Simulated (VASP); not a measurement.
# HfNiP2 (P6/mmm) in VASP: density of states with PBE

Aim: the density of states of HfNiP2 with PBE.

Everything below comes from runs of VASP 6.6.1. Logs are shortened: lines on timing, memory, paths and dates and some standing lists are left out, and cuts for length are marked.

### Step 1. The cell of the first run

The structure is hexagonal, space group P6/mmm (No. 191). The conventional cell has a = 2.944 Å, b = 2.944 Å, c = 9.337 Å, α = 90.00°, β = 90.00°, γ = 120.00°. Hf (site symmetry 6/mmm) has 2 P at 2.55 Å and 6 Hf at 2.94 Å within 3.4 Å. Ni (site symmetry 6/mmm) has 2 P at 2.12 Å within 2.8 Å. Within 2.8 Å of P (site symmetry 6mm) lie 1 Ni at 2.12 Å and 1 Hf at 2.55 Å.

### Step 2. Density of states, PBE

The input, POSCAR:

```
HfNiP2
1.0
    2.9438744905      0.0000000000      0.0000000000
   -1.4719372453      2.5494700944      0.0000000000
    0.0000000000      0.0000000000      9.3372554551
Hf Ni P
1 1 2
Direct
    0.0000000000      0.0000000000      0.0000000000
    0.0000000000      0.0000000000      0.5000000000
    0.0000000000      0.0000000000      0.7273051437
    0.0000000000      0.0000000000      0.2726948563
```

The input, INCAR.step1:

```
ALGO     = Normal         # electronic algorithm
EDIFF    = 1E-7           # SCF threshold, eV
ENCUT    = 520            # plane-wave cutoff, eV
GGA      = PE             # functional
ISIF     = 2              # what is computed and relaxed
ISMEAR   = 0              # smearing method
LASPH    = True           # aspherical terms in the spheres
LCHARG   = True           # write CHGCAR
LMAXMIX  = 4              # l up to which the mixer works
LREAL    = False          # projectors in reciprocal space
LWAVE    = False          # write WAVECAR
NBANDS   = 23             # bands
NELM     = 100            # most SCF steps
PREC     = Accurate       # precision mode
SIGMA    = 0.1            # smearing width, eV
```

The input, KPOINTS.step1:

```
k-points
0
Gamma
  18 18 6
```

The input, INCAR.step2:

```
ALGO     = Normal         # electronic algorithm
EDIFF    = 1E-7           # SCF threshold, eV
ENCUT    = 520            # plane-wave cutoff, eV
GGA      = PE             # functional
ICHARG   = 11             # starting density
ISIF     = 2              # what is computed and relaxed
ISMEAR   = -5             # smearing method
LASPH    = True           # aspherical terms in the spheres
LCHARG   = False          # write CHGCAR
LMAXMIX  = 4              # l up to which the mixer works
LORBIT   = 11             # projections on sites
LREAL    = False          # projectors in reciprocal space
LWAVE    = False          # write WAVECAR
NEDOS    = 1001           # points of the DOS
NELM     = 100            # most SCF steps
PREC     = Accurate       # precision mode
SIGMA    = 0.1            # smearing width, eV
```

The input, KPOINTS.step2:

```
k-points
0
Gamma
  27 27 9
```

Potentials or basis: VASP PAW PBE potentials, release 64 (Hf_pv, Ni, P).

The run is started by

```sh
cat potpaw_PBE.64/Hf_pv/POTCAR potpaw_PBE.64/Ni/POTCAR potpaw_PBE.64/P/POTCAR > POTCAR
cp INCAR.step1 INCAR
cp KPOINTS.step1 KPOINTS
mpirun -np 1 vasp_std > vasp.out
cp INCAR.step2 INCAR
cp KPOINTS.step2 KPOINTS
mpirun -np 1 vasp_std > vasp.out
```

OUTCAR:

```text
EDIFF = 1E-7
   ENCUT = 520
   GGA = PE
   ICHARG = 11
   ISIF = 2
   ISMEAR = -5
   LASPH = True
   LORBIT = 11
   LREAL = False
   NELM = 100
   PREC = Accurate

 ion  position               nearest neighbor table
   1  0.000  0.000  0.000-   3 2.55   4 2.55
   2  0.000  0.000  0.500-   3 2.12   4 2.12
   3  0.000  0.000  0.727-   2 2.12   1 2.55
   4  0.000  0.000  0.273-   2 2.12   1 2.55

  LATTYP: Found a hexagonal cell.
 ALAT       =     2.9438744905
 C/A-ratio  =     3.1717573168

  Lattice vectors:

 A1 = (   2.9438744905,   0.0000000000,   0.0000000000)
 A2 = (  -1.4719372453,   2.5494700944,   0.0000000000)
 A3 = (   0.0000000000,   0.0000000000,   9.3372554551)

Analysis of symmetry for initial positions (statically):
=====================================================================
 Subroutine PRICEL returns:
 Original cell was already a primitive cell.

 Routine SETGRP: Setting up the symmetry group for a
 hexagonal supercell.

 Subroutine GETGRP returns: Found 24 space group operations
 (whereof 24 operations were pure point group operations)
 out of a pool of 24 trial point group operations.

The static configuration has the point symmetry D_6h.

Analysis of symmetry for dynamics (positions and initial velocities):
=====================================================================
 Subroutine PRICEL returns:
 Original cell was already a primitive cell.

 Routine SETGRP: Setting up the symmetry group for a
 hexagonal supercell.

 Subroutine GETGRP returns: Found 24 space group operations
 (whereof 24 operations were pure point group operations)
 out of a pool of 24 trial point group operations.

The dynamic configuration has the point symmetry D_6h.

 Subroutine INISYM returns: Found 24 space group operations
 (whereof 24 operations are pure point group operations),
 and found     1 'primitive' translations

----------------------------------------------------------------------------------------

                                     Primitive cell

  volume of cell :      70.0791

  direct lattice vectors                    reciprocal lattice vectors
     2.943874490  0.000000000  0.000000000     0.339688395  0.196119186  0.000000000
    -1.471937245  2.549470094  0.000000000     0.000000000  0.392238372  0.000000000
     0.000000000  0.000000000  9.337255455     0.000000000  0.000000000  0.107097852

  length of vectors
     2.943874490  2.943874491  9.337255455     0.392238372  0.392238372  0.107097852

  position of ions in fractional coordinates (direct lattice)
     0.000000000  0.000000000  0.000000000
     0.000000000  0.000000000  0.500000000
     0.000000000  0.000000000  0.727305144
     0.000000000  0.000000000  0.272694856

  ion indices of the primitive-cell ions
   primitive index   ion index
                 1           1
                 2           2
                 3           3
                 4           4

----------------------------------------------------------------------------------------

 KPOINTS: k-points

Automatic generation of k-mesh.
 Grid dimensions read from file:
 generate k-points for:   27   27    9

 Generating k-lattice:

  Cartesian coordinates                     Fractional coordinates (reciprocal lattice)
     0.012581052  0.007263674  0.000000000     0.037037037 -0.000000000  0.000000000
     0.000000000  0.014527347  0.000000000     0.000000000  0.037037037  0.000000000
     0.000000000  0.000000000  0.011899761     0.000000000  0.000000000  0.111111111

  Length of vectors
     0.014527347  0.014527347  0.011899761

  Shift w.r.t. Gamma in fractional coordinates (k-lattice)
     0.000000000  0.000000000  0.000000000

 TETIRR: Found   6288 inequivalent tetrahedra from    39366

 Subroutine IBZKPT returns following result:
 ===========================================

 Found    375 irreducible k-points:

 Following reciprocal coordinates:
            Coordinates               Weight
  0.000000  0.000000  0.000000      1.000000
  0.037037 -0.000000  0.000000      6.000000
  0.074074 -0.000000  0.000000      6.000000
  0.111111 -0.000000  0.000000      6.000000
  0.148148  0.000000  0.000000      6.000000
  0.185185 -0.000000  0.000000      6.000000
[... 16 lines left out ...]
  0.333333  0.037037  0.000000     12.000000
  0.370370  0.037037  0.000000     12.000000
 [... further k-points ...]
   k-points           NKPTS =    375   k-points in BZ     NKDIM =    375   number of bands    NBANDS=     19
   number of dos      NEDOS =   1001   number of ions     NIONS =      4
   total plane-waves  NPLWV =  40320
   dimension x,y,z NGX =    24 NGY =   24 NGZ =   70
   dimension x,y,z NGXF=    48 NGYF=   48 NGZF=  140
   ions per type =               1   1   2
   NGX,Y,Z   is equivalent  to a cutoff of  13.55, 13.55, 12.46 a.u.
   NGXF,Y,Z  is equivalent  to a cutoff of  27.11, 27.11, 24.93 a.u.
 SYSTEM =  unknown system
   PREC   = accura    normal or accurate (medium, high low for compatibility)
   ISTART =      0    job   : 0-new  1-cont  2-samecut
   ICHARG =     11    charge: 1-file 2-atom 10-const
   ISPIN  =      1    spin polarized calculation?
   LNONCOLLINEAR =      F non collinear calculations
   LSORBIT =      F    spin-orbit coupling
   LASPH  =      T    aspherical Exc in radial PAW
   ENCUT  =  520.0 eV  38.22 Ry    6.18 a.u.   5.47  5.47 17.36*2*pi/ulx,y,z
   NELM   =    100;   NELMIN=  2; NELMDL=  0     # of ELM steps
   EDIFF  = 0.1E-06   stopping-criterion for ELM
   LREAL  =      F    real-space projection
   EDIFFG = 0.1E-05   stopping-criterion for IOM
   NSW    =      0    number of steps for IOM
   IBRION =     -1    ionic relax: 0-MD 1-quasi-New 2-CG
   NFREE  =      0    steps in history (QN), initial steepest desc. (CG)
   ISIF   =      2    stress and relaxation
   ISYM   =      2    0-nonsym 1-usesym 2-fastsym
   POTIM  = 0.5000    time-step for ionic-motion
   TEBEG  =    0.0;   TEEND  =   0.0 temperature during run
   PSTRESS=    0.0 pullay stress
   NELECT =      30.0000    total number of electrons
   NUPDOWN=      -1.0000    fix difference up-down
   EMIN   =  10.00;   EMAX   =-10.00  energy-range for DOS
   EFERMI =   0.00;   METHOD = LEGACY
   ISMEAR =    -5;   SIGMA  =   0.10  broadening in eV -4-tet -1-fermi 0-gaus
   EFERMI_NEDOS =   21; number of points for ismear=-14 and -15
   IALGO  =     38    algorithm
   IMIX   =      4    mixing-type and parameters
     AMIX     =   0.40;   BMIX     =  1.00
     AMIX_MAG =   1.60;   BMIX_MAG =  1.00
  volume/ion in A,a.u.               =      17.52       118.23
  Fermi-wavevector in a.u.,A,eV,Ry     =   1.233822  2.331585 20.712369  1.522316
  Thomas-Fermi vector in A             =   2.368537
   LORBIT       =     11    0 simple, 1 ext, 2 COOP (PROOUT), +10 PAW based schemes
   GGA     = PE    functional components
   LHFCALC =     F    Hartree Fock is set to
   AEXX    =    0.0000 exact exchange contribution
   IVDW    =     0    specifies the selected vdW correction
   LEPSILON=     F    determine dielectric tensor
   LRPA    =     F    only Hartree local field effects (RPA)
 non-spin polarized calculation
 Fermi weights with tetrahedron method with Bloechl corrections
  energy-cutoff  :      520.00
  volume of cell :       70.08
 maximum number of plane-waves:      1937
 NGX is ok and might be reduce to    24

 number of electron      29.9999996 magnetization

 Free energy of the ion-electron system (eV)
  ---------------------------------------------------
  ext. energy  EPLUGINS =         0.00000000
  ---------------------------------------------------
  free energy    TOTEN  =       -24.70310443 eV

  energy without entropy =      -24.70310443  energy(sigma->0) =      -24.70310443

 E-fermi :   6.4552     XC(G=0): -11.0371

 val. band max:        6.5304264089   @ k =   0.4444   0.1111   0.1111
 cond. band min:       6.4231099747   @ k =   0.2222   0.1852   0.1111
 fundamental gap:     -0.1073164342
 Fermi energy:         6.4552301601

 k-point     1 :       0.0000    0.0000    0.0000
  band No.  band energies     occupation
      1     -24.2515      2.00000
      2     -23.5322      2.00000
      3     -23.5322      2.00000
      4      -6.6775      2.00000
      5      -6.0678      2.00000
      6      -0.7360      2.00000
[... 11 lines left out ...]
     18       9.9855      0.00000
     19      10.5677      0.00000

 k-point     2 :       0.0370   -0.0000    0.0000
  band No.  band energies     occupation
      1     -24.2489      2.00000
      2     -23.5499      2.00000
      3     -23.5361      2.00000
      4      -6.6502      2.00000
      5      -6.0414      2.00000
      6      -0.7012      2.00000
[... 11 lines left out ...]
     18       9.9420      0.00000
     19      10.4149      0.00000

 k-point     3 :       0.0741   -0.0000    0.0000
  band No.  band energies     occupation
      1     -24.2413      2.00000
      2     -23.6015      2.00000
      3     -23.5475      2.00000
      4      -6.5683      2.00000
      5      -5.9624      2.00000
      6      -0.5989      2.00000
[... 11 lines left out ...]
     18       9.8226      0.00000
     19      10.0059      0.00000

 k-point     4 :       0.1111   -0.0000    0.0000
  band No.  band energies     occupation
      1     -24.2291      2.00000
      2     -23.6837      2.00000
      3     -23.5657      2.00000
      4      -6.4328      2.00000
      5      -5.8313      2.00000
      6      -0.4350      2.00000
[... 407 lines left out ...]
     18       8.2766      0.00000
     19       8.4462      0.00000

 k-point    23 :       0.3333    0.0370    0.0000
  band No.  band energies     occupation
      1     -24.5035      2.00000
      2     -24.0962      2.00000
      3     -23.7658      2.00000
      4      -4.4168      2.00000
      5      -3.8097      2.00000
      6       1.4159      2.00000
[... 11 lines left out ...]
     18       8.0865      0.00000
     19       8.2612      0.00000

 k-point    24 :       0.3704    0.0370    0.0000
  band No.  band energies     occupation
      1     -24.5976      2.00000
      2     -24.0797      2.00000
      3     -23.7896      2.00000
      4      -4.0196      2.00000
      5      -3.3838      2.00000
      6       1.6405      2.00000
[... 11 lines left out ...]
     18       8.0423      0.00000
     19       8.1217      0.00000

 [... further k-points ...]
[... 5 lines left out ...]
  --------------------------------------------------------------------------------------
  -------------------------------------------------------------------------------------
  Total       -0.2123252     -0.2123252     -0.1866030      0.0000000     -0.0000000      0.0000000
  in kB       -4.8542679     -4.8542679     -4.2661947      0.0000000     -0.0000000      0.0000000
  external PRESSURE =      -4.6582435 kB  Pullay stress =       0.0000000 kB

 VOLUME and BASIS-vectors are now :
 -----------------------------------------------------------------------------
  energy-cutoff  :      520.00
  volume of cell :       70.08
      direct lattice vectors                 reciprocal lattice vectors
     2.943874490  0.000000000  0.000000000     0.339688395  0.196119186  0.000000000
    -1.471937245  2.549470094  0.000000000     0.000000000  0.392238372  0.000000000
     0.000000000  0.000000000  9.337255455     0.000000000  0.000000000  0.107097852

 POSITION                                       TOTAL-FORCE (eV/Angst)
 -----------------------------------------------------------------------------------
      0.00000      0.00000      0.00000        -0.000000      0.000000     -0.000000
      0.00000      0.00000      4.66863        -0.000000      0.000000     -0.000000
      0.00000      0.00000      6.79103        -0.000000      0.000000      0.032312
      0.00000      0.00000      2.54622         0.000000     -0.000000     -0.032312
 -----------------------------------------------------------------------------------
    total drift:                                0.000000     -0.000000      0.000000

  FREE ENERGIE OF THE ION-ELECTRON SYSTEM (eV)
  ---------------------------------------------------
  free  energy   TOTEN  =       -24.7031044326 eV

  energy  without entropy=      -24.7031044326  energy(sigma->0) =      -24.70310443

 total charge

# of ion       s       p       d       tot
------------------------------------------
    1        0.414   6.379   1.767   8.560
    2        0.421   0.431   8.412   9.264
    3        1.119   1.287   0.000   2.406
    4        1.119   1.287   0.000   2.406
--------------------------------------------------
tot          3.074   9.384  10.179  22.637
```

It took 22 min on 1 thread of Intel Xeon Platinum 8259CL at 2.50GHz (Skylake/Cascade Lake), shared host; peak memory 0.64 GiB.

Results:

* Valence electrons inside the program's atomic spheres: Hf 8.56; Ni 9.26; P 2.41

Caveat: spin-orbit coupling is left out, which moves the levels of the heavy elements; tetrahedron occupations give inexact forces and stress in metals. Spin polarisation is off, so any magnetic state and its effect on volume and gap are missing.
